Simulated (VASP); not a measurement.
# ZnS (Fm-3m) in VASP: a series of runs

Aim: see how the results for ZnS move with the level of theory and the settings. Levels: PBEsol, LDA. Tasks: single point.

Everything below comes from runs of VASP 6.6.1. Logs are shortened: lines on timing, memory, paths and dates and some standing lists are left out, and cuts for length are marked.

## 1. The cell of the first run

The structure is cubic, space group Fm-3m (No. 225). Conventional cell: a = 5.062 Å, b = 5.062 Å, c = 5.062 Å, α = 90.00°, β = 90.00°, γ = 90.00°. Zn (site symmetry m-3m) has 6 S at 2.53 Å within 3.3 Å. Within 3.3 Å of S (site symmetry m-3m) lie 6 Zn at 2.53 Å.

## 2. Single point, PBEsol

INCAR

```
  PREC = Accurate
  ENCUT = 500
  EDIFF = 1E-6
  ISMEAR = -1
  SIGMA = 0.02
  LREAL = F
  LASPH = T
  NELM = 120
  ALGO = Normal
  ISIF = 2
  LWAVE = F
  LCHARG = F
  GGA = PS
  NBANDS = 16
  GGA_COMPAT = F
```

KPOINTS

```
Automatic mesh
0
Gamma
  4 4 4
```

POSCAR

```
ZnS
1.0
    0.0000000000      2.5310227333      2.5310227333
    2.5310227333      0.0000000000      2.5310227333
    2.5310227333      2.5310227333      0.0000000000
Zn S
1 1
Direct
    0.0000000000      0.0000000000      0.0000000000
    0.5000000000      0.5000000000      0.5000000000
```

Potentials or basis: VASP PAW PBE potentials, release 64 (Zn, S).

Started as:

```
cat potpaw_PBE.64/Zn/POTCAR potpaw_PBE.64/S/POTCAR > POTCAR
mpirun -np 1 vasp_std > vasp.out
```

OUTCAR:

```text
PREC = Accurate
   ENCUT = 500
   EDIFF = 1E-6
   ISMEAR = -1
   LREAL = F
   LASPH = T
   NELM = 120
   ISIF = 2
   GGA = PS

 ion  position               nearest neighbor table
   1  0.000  0.000  0.000-   2 2.53   2 2.53   2 2.53   2 2.53   2 2.53   2 2.53
   2  0.500  0.500  0.500-   1 2.53   1 2.53   1 2.53   1 2.53   1 2.53   1 2.53

  LATTYP: Found a face centered cubic cell.
 ALAT       =     5.0620454666

  Lattice vectors:

 A1 = (   0.0000000000,   2.5310227333,   2.5310227333)
 A2 = (   2.5310227333,   0.0000000000,   2.5310227333)
 A3 = (   2.5310227333,   2.5310227333,   0.0000000000)

Analysis of symmetry for initial positions (statically):
=====================================================================
 Subroutine PRICEL returns:
 Original cell was already a primitive cell.

 Routine SETGRP: Setting up the symmetry group for a
 face centered cubic supercell.

 Subroutine GETGRP returns: Found 48 space group operations
 (whereof 48 operations were pure point group operations)
 out of a pool of 48 trial point group operations.

The static configuration has the point symmetry O_h .

Analysis of symmetry for dynamics (positions and initial velocities):
=====================================================================
 Subroutine PRICEL returns:
 Original cell was already a primitive cell.

 Routine SETGRP: Setting up the symmetry group for a
 face centered cubic supercell.

 Subroutine GETGRP returns: Found 48 space group operations
 (whereof 48 operations were pure point group operations)
 out of a pool of 48 trial point group operations.

The dynamic configuration has the point symmetry O_h .

 Subroutine INISYM returns: Found 48 space group operations
 (whereof 48 operations are pure point group operations),
 and found     1 'primitive' translations

----------------------------------------------------------------------------------------

                                     Primitive cell

  volume of cell :      32.4278

  direct lattice vectors                    reciprocal lattice vectors
     0.000000000  2.531022733  2.531022733    -0.197548601  0.197548601  0.197548601
     2.531022733  0.000000000  2.531022733     0.197548601 -0.197548601  0.197548601
     2.531022733  2.531022733  0.000000000     0.197548601  0.197548601 -0.197548601

  length of vectors
     3.579406676  3.579406676  3.579406676     0.342164214  0.342164214  0.342164214

  position of ions in fractional coordinates (direct lattice)
     0.000000000  0.000000000  0.000000000
     0.500000000  0.500000000  0.500000000

  ion indices of the primitive-cell ions
   primitive index   ion index
                 1           1
                 2           2

----------------------------------------------------------------------------------------

 KPOINTS: Automatic mesh

Automatic generation of k-mesh.
 Grid dimensions read from file:
 generate k-points for:    4    4    4

 Generating k-lattice:

  Cartesian coordinates                     Fractional coordinates (reciprocal lattice)
    -0.049387150  0.049387150  0.049387150     0.250000000  0.000000000  0.000000000
     0.049387150 -0.049387150  0.049387150     0.000000000  0.250000000  0.000000000
     0.049387150  0.049387150 -0.049387150     0.000000000  0.000000000  0.250000000

  Length of vectors
     0.085541053  0.085541053  0.085541053

  Shift w.r.t. Gamma in fractional coordinates (k-lattice)
     0.000000000  0.000000000  0.000000000

 Subroutine IBZKPT returns following result:
 ===========================================

 Found      8 irreducible k-points:

 Following reciprocal coordinates:
            Coordinates               Weight
  0.000000  0.000000  0.000000      1.000000
  0.250000  0.000000  0.000000      8.000000
  0.500000  0.000000  0.000000      4.000000
  0.250000  0.250000  0.000000      6.000000
  0.500000  0.250000  0.000000     24.000000
 -0.250000  0.250000  0.000000     12.000000
  0.500000  0.500000  0.000000      3.000000
 -0.250000  0.500000  0.250000      6.000000
   k-points           NKPTS =      8   k-points in BZ     NKDIM =      8   number of bands    NBANDS=     16
   number of dos      NEDOS =    301   number of ions     NIONS =      2
   total plane-waves  NPLWV =  21952
   dimension x,y,z NGX =    28 NGY =   28 NGZ =   28
   dimension x,y,z NGXF=    56 NGYF=   56 NGZF=   56
   ions per type =               1   1
   NGX,Y,Z   is equivalent  to a cutoff of  13.00, 13.00, 13.00 a.u.
   NGXF,Y,Z  is equivalent  to a cutoff of  26.01, 26.01, 26.01 a.u.
 SYSTEM =  unknown system
   PREC   = accura    normal or accurate (medium, high low for compatibility)
   ISTART =      0    job   : 0-new  1-cont  2-samecut
   ICHARG =      2    charge: 1-file 2-atom 10-const
   ISPIN  =      1    spin polarized calculation?
   LNONCOLLINEAR =      F non collinear calculations
   LSORBIT =      F    spin-orbit coupling
   LASPH  =      T    aspherical Exc in radial PAW
   ENCUT  =  500.0 eV  36.75 Ry    6.06 a.u.   6.53  6.53  6.53*2*pi/ulx,y,z
   NELM   =    120;   NELMIN=  2; NELMDL= -5     # of ELM steps
   EDIFF  = 0.1E-05   stopping-criterion for ELM
   LREAL  =      F    real-space projection
   EDIFFG = 0.1E-04   stopping-criterion for IOM
   NSW    =      0    number of steps for IOM
   IBRION =     -1    ionic relax: 0-MD 1-quasi-New 2-CG
   NFREE  =      0    steps in history (QN), initial steepest desc. (CG)
   ISIF   =      2    stress and relaxation
   ISYM   =      2    0-nonsym 1-usesym 2-fastsym
   POTIM  = 0.5000    time-step for ionic-motion
   TEBEG  =    0.0;   TEEND  =   0.0 temperature during run
   PSTRESS=    0.0 pullay stress
   NELECT =      18.0000    total number of electrons
   NUPDOWN=      -1.0000    fix difference up-down
   EMIN   =  10.00;   EMAX   =-10.00  energy-range for DOS
   EFERMI =   0.00;   METHOD = LEGACY
   ISMEAR =    -1;   SIGMA  =   0.02  broadening in eV -4-tet -1-fermi 0-gaus
   EFERMI_NEDOS =   21; number of points for ismear=-14 and -15
   IALGO  =     38    algorithm
   IMIX   =      4    mixing-type and parameters
     AMIX     =   0.40;   BMIX     =  1.00
     AMIX_MAG =   1.60;   BMIX_MAG =  1.00
  volume/ion in A,a.u.               =      16.21       109.42
  Fermi-wavevector in a.u.,A,eV,Ry     =   1.345425  2.542485 24.628851  1.810169
  Thomas-Fermi vector in A             =   2.473339
   LORBIT       =      0    0 simple, 1 ext, 2 COOP (PROOUT), +10 PAW based schemes
   GGA     = PS    functional components
   LHFCALC =     F    Hartree Fock is set to
   AEXX    =    0.0000 exact exchange contribution
   IVDW    =     0    specifies the selected vdW correction
   LEPSILON=     F    determine dielectric tensor
   LRPA    =     F    only Hartree local field effects (RPA)
 non-spin polarized calculation
  energy-cutoff  :      500.00
  volume of cell :       32.43
 maximum number of plane-waves:       869
 NGX is ok and might be reduce to    28
   NGX = 13   NGY = 13   NGZ = 13

 number of electron      18.0000013 magnetization

 Free energy of the ion-electron system (eV)
  ---------------------------------------------------
  ext. energy  EPLUGINS =         0.00000000
  ---------------------------------------------------
  free energy    TOTEN  =        -6.93878198 eV

  energy without entropy =       -6.93546951  energy(sigma->0) =       -6.93712575

 E-fermi :   3.8868     XC(G=0): -11.0806

 val. band max:        3.8765747601   @ k =   0.5000   0.0000   0.0000
 cond. band min:       5.8347826396   @ k =   0.0000   0.0000   0.0000
 fundamental gap:      1.9582078795
 Fermi energy:         3.8867988433

 k-point     1 :       0.0000    0.0000    0.0000
  band No.  band energies     occupation
      1     -10.0116      2.00000
      2      -2.3637      2.00000
      3      -2.3637      2.00000
      4      -2.3496      2.00000
      5      -2.3496      2.00000
      6      -2.3496      2.00000
[... 8 lines left out ...]
     15      15.5368      0.00000
     16      15.5368      0.00000

 k-point     2 :       0.2500    0.0000    0.0000
  band No.  band energies     occupation
      1      -9.3006      2.00000
      2      -2.5419      2.00000
      3      -2.5418      2.00000
      4      -2.5103      2.00000
      5      -2.2643      2.00000
      6      -2.2643      2.00000
[... 8 lines left out ...]
     15      14.9583      0.00000
     16      15.0924      0.00000

 k-point     3 :       0.5000    0.0000    0.0000
  band No.  band energies     occupation
      1      -8.2546      2.00000
      2      -3.3580      2.00000
      3      -2.7109      2.00000
      4      -2.7109      2.00000
      5      -2.1749      2.00000
      6      -2.1749      2.00000
[... 8 lines left out ...]
     15      18.1520      0.00000
     16      18.1520      0.00000

 k-point     4 :       0.2500    0.2500    0.0000
  band No.  band energies     occupation
      1      -9.1123      2.00000
      2      -2.7243      2.00000
      3      -2.4288      2.00000
      4      -2.3178      2.00000
      5      -2.2726      2.00000
      6      -2.2726      2.00000
[... 8 lines left out ...]
     15      17.0699      0.00000
     16      19.1197      0.00000

 k-point     5 :       0.5000    0.2500    0.0000
  band No.  band energies     occupation
      1      -8.1814      2.00000
      2      -2.7385      2.00000
      3      -2.5318      2.00000
      4      -2.5155      2.00000
      5      -2.1562      2.00000
      6      -2.1494      2.00000
[... 8 lines left out ...]
     15      18.7527      0.00000
     16      20.3055      0.00000

 k-point     6 :      -0.2500    0.2500    0.0000
  band No.  band energies     occupation
      1      -8.4432      2.00000
      2      -2.8939      2.00000
      3      -2.6562      2.00000
      4      -2.4676      2.00000
      5      -2.2225      2.00000
      6      -2.1432      2.00000
[... 8 lines left out ...]
     15      18.7279      0.00000
     16      18.7704      0.00000

 k-point     7 :       0.5000    0.5000    0.0000
  band No.  band energies     occupation
      1      -8.0670      2.00000
      2      -2.5101      2.00000
      3      -2.2720      2.00000
      4      -2.1217      2.00000
      5      -2.1217      2.00000
      6      -1.6816      2.00000
[... 8 lines left out ...]
     15      18.7080      0.00000
     16      20.0143      0.00000

 k-point     8 :      -0.2500    0.5000    0.2500
  band No.  band energies     occupation
      1      -7.9223      2.00000
      2      -2.6067      2.00000
      3      -2.4576      2.00000
      4      -2.4576      2.00000
      5      -2.1215      2.00000
      6      -1.8064      2.00000
[... 8 lines left out ...]
     15      18.0524      0.00000
     16      20.0492      0.00000

------------------------ aborting loop because EDIFF is reached ----------------------------------------

  FORCE on cell =-STRESS in cart. coord.  units (eV):
  Direction    XX          YY          ZZ          XY          YZ          ZX
  --------------------------------------------------------------------------------------
  -------------------------------------------------------------------------------------
  Total       -0.2966489     -0.2966489     -0.2966489      0.0000000      0.0000000     -0.0000000
  in kB      -14.6566666    -14.6566666    -14.6566666      0.0000000      0.0000000     -0.0000000
  external PRESSURE =     -14.6566666 kB  Pullay stress =       0.0000000 kB

 VOLUME and BASIS-vectors are now :
 -----------------------------------------------------------------------------
  energy-cutoff  :      500.00
  volume of cell :       32.43
      direct lattice vectors                 reciprocal lattice vectors
     0.000000000  2.531022733  2.531022733    -0.197548601  0.197548601  0.197548601
     2.531022733  0.000000000  2.531022733     0.197548601 -0.197548601  0.197548601
     2.531022733  2.531022733  0.000000000     0.197548601  0.197548601 -0.197548601

 POSITION                                       TOTAL-FORCE (eV/Angst)
 -----------------------------------------------------------------------------------
      0.00000      0.00000      0.00000         0.000000     -0.000000      0.000000
      2.53102      2.53102      2.53102        -0.000000      0.000000     -0.000000
 -----------------------------------------------------------------------------------
    total drift:                               -0.000000      0.000000      0.000000

  FREE ENERGIE OF THE ION-ELECTRON SYSTEM (eV)
  ---------------------------------------------------
  free  energy   TOTEN  =        -6.9387819833 eV

  energy  without entropy=       -6.9354695098  energy(sigma->0) =       -6.93712575
```

Wall time 7.5 s (1 thread of Intel Xeon 6975P-C, shared host); peak memory 0.15 GiB.

Results:

```
Free energy            : -6.9388 eV
Pressure               : -1.5 GPa
Band gap on the k mesh : zero (band 9 reaches 3.88 eV, above the bottom of band 10 at 3.59 eV)
```

Caveat: the k points lie up to 0.54 Å⁻¹ apart; the PAW data sets were made with another functional, which shifts forces and pressure a little.

## 3. Single point, LDA

INCAR: that of step 2 with these lines changed.

```diff
@@ -11,4 +11,5 @@
   LWAVE = F
-  LCHARG = F
-  GGA = PS
+  LCHARG = T
+  LELF = T
+  LVHAR = T
   NBANDS = 16
```

KPOINTS

```
Automatic mesh
0
Gamma
  8 8 8
```

POSCAR is that of step 2.

Potentials or basis: VASP PAW LDA potentials, release 64 (Zn, S).

Started as:

```
cat potpaw_LDA.64/Zn/POTCAR potpaw_LDA.64/S/POTCAR > POTCAR
mpirun -np 1 vasp_std > vasp.out
```

OUTCAR:

```text
PREC = Accurate
   ENCUT = 500
   EDIFF = 1E-6
   ISMEAR = -1
   LREAL = F
   LASPH = T
   NELM = 120
   ISIF = 2

 ion  position               nearest neighbor table
   1  0.000  0.000  0.000-   2 2.53   2 2.53   2 2.53   2 2.53   2 2.53   2 2.53
   2  0.500  0.500  0.500-   1 2.53   1 2.53   1 2.53   1 2.53   1 2.53   1 2.53

  LATTYP: Found a face centered cubic cell.
 ALAT       =     5.0620454666

  Lattice vectors:

 A1 = (   0.0000000000,   2.5310227333,   2.5310227333)
 A2 = (   2.5310227333,   0.0000000000,   2.5310227333)
[... 624 lines left out ...]
      3      -2.8125      2.00000
      4      -2.7607      2.00000
      5      -2.3870      2.00000
      6      -2.3536      2.00000
[... 8 lines left out ...]
     15      16.6488      0.00000
     16      19.7188      0.00000

 [... further k-points ...]
[... 5 lines left out ...]
  --------------------------------------------------------------------------------------
  -------------------------------------------------------------------------------------
  Total       -1.0384123     -1.0384123     -1.0384123      0.0000000      0.0000000      0.0000000
  in kB      -51.3053056    -51.3053056    -51.3053056      0.0000000      0.0000000      0.0000000
  external PRESSURE =     -51.3053056 kB  Pullay stress =       0.0000000 kB

 VOLUME and BASIS-vectors are now :
 -----------------------------------------------------------------------------
  energy-cutoff  :      500.00
  volume of cell :       32.43
      direct lattice vectors                 reciprocal lattice vectors
     0.000000000  2.531022733  2.531022733    -0.197548601  0.197548601  0.197548601
     2.531022733  0.000000000  2.531022733     0.197548601 -0.197548601  0.197548601
     2.531022733  2.531022733  0.000000000     0.197548601  0.197548601 -0.197548601

 POSITION                                       TOTAL-FORCE (eV/Angst)
 -----------------------------------------------------------------------------------
      0.00000      0.00000      0.00000        -0.000000     -0.000000      0.000000
      2.53102      2.53102      2.53102         0.000000      0.000000     -0.000000
 -----------------------------------------------------------------------------------
    total drift:                               -0.000000      0.000000      0.000000

  FREE ENERGIE OF THE ION-ELECTRON SYSTEM (eV)
  ---------------------------------------------------
  free  energy   TOTEN  =        -7.6321630633 eV

  energy  without entropy=       -7.6314511193  energy(sigma->0) =       -7.63180709
```

OSZICAR:

```text
N       E                     dE             d eps       ncg     rms          rms(c)
DAV:   1     0.791079918320E+02    0.79108E+02   -0.87317E+03   944   0.139E+03
DAV:   2    -0.340153781149E+01   -0.82510E+02   -0.76799E+02  1040   0.253E+02
DAV:   3    -0.805319192515E+01   -0.46517E+01   -0.46258E+01  1176   0.578E+01
DAV:   4    -0.809400493780E+01   -0.40813E-01   -0.40803E-01  1120   0.547E+00
DAV:   5    -0.809440701637E+01   -0.40208E-03   -0.40207E-03  1184   0.550E-01    0.709E+00
DAV:   6    -0.766794845813E+01    0.42646E+00   -0.77780E-01  1320   0.290E+01    0.551E+00
DAV:   7    -0.763846297714E+01    0.29485E-01   -0.16112E-01  1104   0.428E+00    0.266E+00
DAV:   8    -0.763252438655E+01    0.59386E-02   -0.45079E-03  1352   0.115E+00    0.503E-01
DAV:   9    -0.763215835802E+01    0.36603E-03   -0.12310E-03  1056   0.284E-01    0.646E-02
DAV:  10    -0.763216776903E+01   -0.94110E-05   -0.85860E-05  1160   0.853E-02    0.159E-02
DAV:  11    -0.763216309602E+01    0.46730E-05   -0.92920E-06  1448   0.558E-02    0.383E-03
DAV:  12    -0.763216306326E+01    0.32764E-07   -0.10429E-06   688   0.816E-03
   1 F= -.76321631E+01 E0= -.76318071E+01  d E =-.711944E-03
```

It used 13 s of CPU time on 1 thread of Intel Xeon 6975P-C, on a shared host.

What came out:

* Free energy: -7.6322 eV
* Pressure: -5.1 GPa
* Band gap on the k mesh: zero (band 9 reaches 3.92 eV, above the bottom of band 10 at 3.41 eV)
